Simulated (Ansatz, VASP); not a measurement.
## Two plane-wave programs on Re

```xyz
1
Lattice="0.0000 2.1445 1.6577 2.1445 0.0000 1.6577 2.1445 2.1445 0.0000" Properties=species:S:1:pos:R:3 pbc="T T T"
Re    0.0000    0.0000    0.0000
```

Alike in both runs: task single point; functional PBE; k mesh 10 × 10 × 10; occupations gaussian, width 0.15 eV; no spin polarisation.

```csv
,VASP,Ansatz
version,VASP 6.6.1,Ansatz 0.2.0
potentials or method,"VASP PAW PBE potentials, release 64 (Re), cutoff 520 eV","scalar-relativistic, plane waves, PAW"
valence electrons in the cell,7,15
```

```tsv
	VASP	Ansatz	Ansatz less VASP
gap on the k mesh at the Fermi level (eV)	none	none	-
pressure (GPa)	-3.6	-3.0	+0.57
traceless stress, the component that is largest in VASP (GPa)	2.45	1.89	-0.568
```

A gap of «none» marks a metal or a gap that the smearing closes. VASP's potentials hold 7 valence electrons a cell and Ansatz's 15, so a difference there can come from the potentials and not from the codes.

Neither program's run includes spin-orbit coupling.
